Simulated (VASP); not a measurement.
Here is a VASP 6.6.1 calculation.

The input POSCAR:

```
AlAs
1.0
    0.0000000000      2.8348031866      2.8348031866
    2.8348031866      0.0000000000      2.8348031866
    2.8348031866      2.8348031866      0.0000000000
Al As
1 1
Direct
    0.0000000000      0.0000000000      0.0000000000
    0.7500000000      0.7500000000      0.7500000000
```

File INCAR.step1:

```
SYSTEM = AlAs
ALGO = Normal
EDIFF = 1E-5
ENCUT = 550
GGA = PE
GGA_COMPAT = .False.
ISMEAR = 0
LASPH = .True.
LCHARG = .False.
LREAL = .False.
LWAVE = .True.
NBANDS = 11
NELM = 120
PREC = Accurate
SIGMA = 0.05
```

INCAR.step2

```
SYSTEM = AlAs
ALGO = Normal
EDIFF = 1E-6
ENCUT = 550
GGA_COMPAT = .False.
ISIF = 2
ISMEAR = 0
ISTART = 1
LASPH = .True.
LCHARG = .False.
LMIXTAU = .True.
LREAL = .False.
LWAVE = .False.
METAGGA = R2SCAN
NBANDS = 11
NELM = 120
PREC = Accurate
SIGMA = 0.05
```

Contents of KPOINTS:

```
k-points
0
Gamma
  8 8 8
  0 0 0
```

Potentials or basis: VASP PAW PBE potentials, release 64 (Al, As).

The run is started by

```console
$ cat potpaw_PBE.64/Al/POTCAR potpaw_PBE.64/As/POTCAR > POTCAR
$ cp INCAR.step1 INCAR
$ mpirun -np 1 vasp_std > vasp.out
$ cp INCAR.step2 INCAR
$ mpirun -np 1 vasp_std > vasp.out
```

Q: Estimate the pressure.

A: 0.3 GPa.

Q: Estimate the band gap on the k mesh.

A: 1.80 eV (least direct gap 2.67 eV).

Caveat: the PAW data sets were made with another functional, which shifts forces and pressure a little. r2SCAN opens gaps a little over a GGA but as a rule still falls short of measured ones.
